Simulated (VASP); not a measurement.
Write the native input for VASP 6.6.1 that does the following.

- Task: single point
- Functional: LDA
- Potentials or basis: VASP PAW LDA potentials, release 64 (Cu, I)
- Cutoff: 520 eV
- k mesh: 6 × 6 × 6
- Occupations: gaussian, width 0.01 eV
- Spin: no spin polarisation
- Dipole correction: no
- Further INCAR settings: ALGO = Normal; EDIFF = 1e-06; NBANDS = 26

The structure of CuI lies in POSCAR:

```
CuI
1.0
    3.5037406371     -3.5931478134      0.0000000000
    3.5037406371      3.5931478134      0.0000000000
    0.0000000000      0.0000000000      4.3220123888
Cu I
2 2
Direct
    0.4168023173      0.5831976827      0.7500000000
    0.5831976827      0.4168023173      0.2500000000
    0.7779473852      0.2220526148      0.7500000000
    0.2220526148      0.7779473852      0.2500000000
```

These files were run (other wordings do the same):

INCAR

```
SYSTEM = CuI
PREC = Accurate
ENCUT = 520
EDIFF = 1E-6
ISMEAR = 0
SIGMA = 0.01
LREAL = .False.
LASPH = .True.
NELM = 80
ALGO = Normal
ISIF = 2
LWAVE = .False.
LCHARG = .False.
GGA = CA
NBANDS = 26
```

KPOINTS

```
regular mesh
0
Gamma
  6 6 6
  0 0 0
```

Potentials or basis: VASP PAW LDA potentials, release 64 (Cu, I).

Launch:

```console
$ cat potpaw_LDA.64/Cu/POTCAR potpaw_LDA.64/I/POTCAR > POTCAR
$ mpirun -np 1 vasp_std > vasp.out
```

It gave:

```yaml
Pressure: -2.7 GPa
Largest_force: 0.318 eV/Å
Band_gap_on_the_k_mesh: 0.83 eV
```

Caveat: spin-orbit coupling is left out, which moves the levels of the heavy elements.

It took 50 s on 1 thread of Intel(R) Xeon(R) 6975P-C (Granite Rapids) (shared host), peak memory 0.27 GiB.
